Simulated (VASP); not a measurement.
Wanted: the native input for a VASP 6.6.1 run.

```
Task                               : single point
Functional                         : PBE0
Potentials or basis                : VASP PAW PBE potentials, release 64 (Br)
Cutoff                             : 520 eV
k mesh                             : 4 × 4 × 2
Occupations                        : fermi-dirac, width 0.1 eV
Spin                               : no spin polarisation
Dipole correction                  : no
Grid for exact exchange (PRECFOCK) : Normal
Further INCAR settings             : ALGO = Normal; EDIFF = 1e-06; NBANDS = 22
Share of exact exchange            : 0.25
```

Crystal: Br.

```
Br
1.0
     4.29311   -2.13437    0.00000
     4.29311    2.13437    0.00000
     0.00000    0.00000    8.73294
Br
4
Cartesian
  4.2931 -1.5333 1.0329
  4.2931 -0.6011 5.3994
  4.2931 1.5333 7.7000
  4.2931 0.6011 3.3335
```

The input as run:

POSCAR

```
Br
1.0
    4.2931116797     -2.1343675665      0.0000000000
    4.2931116797      2.1343675665      0.0000000000
    0.0000000000      0.0000000000      8.7329380296
Br
4
Direct
    0.8591892655      0.1408107345      0.1182799109
    0.6408107345      0.3591892655      0.6182799109
    0.1408107345      0.8591892655      0.8817200891
    0.3591892655      0.6408107345      0.3817200891
```

INCAR.step1

```
PREC = Accurate
ENCUT = 520
EDIFF = 1E-5
ISMEAR = -1
SIGMA = 0.1
LREAL = F
LASPH = T
NELM = 60
ALGO = Normal
ISIF = 2
LWAVE = T
LCHARG = F
NBANDS = 22
GGA = PE
```

INCAR.step2

```
PREC = Accurate
ENCUT = 520
EDIFF = 1E-6
ISMEAR = -1
SIGMA = 0.1
LREAL = F
LASPH = T
NELM = 60
ALGO = Normal
ISIF = 2
LWAVE = F
LCHARG = F
GGA = PE
LHFCALC = T
AEXX = 0.25
PRECFOCK = Normal
NBANDS = 22
ISTART = 1
```

KPOINTS

```
regular mesh
0
Gamma
  4 4 2
```

Potentials or basis: VASP PAW PBE potentials, release 64 (Br).

Launch:

```sh
$ cat potpaw_PBE.64/Br/POTCAR > POTCAR
$ cp INCAR.step1 INCAR
$ mpirun -np 1 vasp_std > vasp.out
$ cp INCAR.step2 INCAR
$ mpirun -np 1 vasp_std > vasp.out
```

It gave:

* Pressure: -1.0 GPa
* Largest force: 0.853 eV/Å
* Band gap on the k mesh: 3.24 eV (least direct gap 3.30 eV)

Caveat: this functional lacks dispersion, which holds the molecules together, so the pressure and a relaxed volume are unreliable; the PAW data sets were made with another functional, which shifts forces and pressure a little.

It took 34 min on 1 thread of Intel(R) Xeon(R) Platinum 8375C CPU @ 2.90GHz (Ice Lake), with other jobs on the host, peak memory 0.33 GiB.
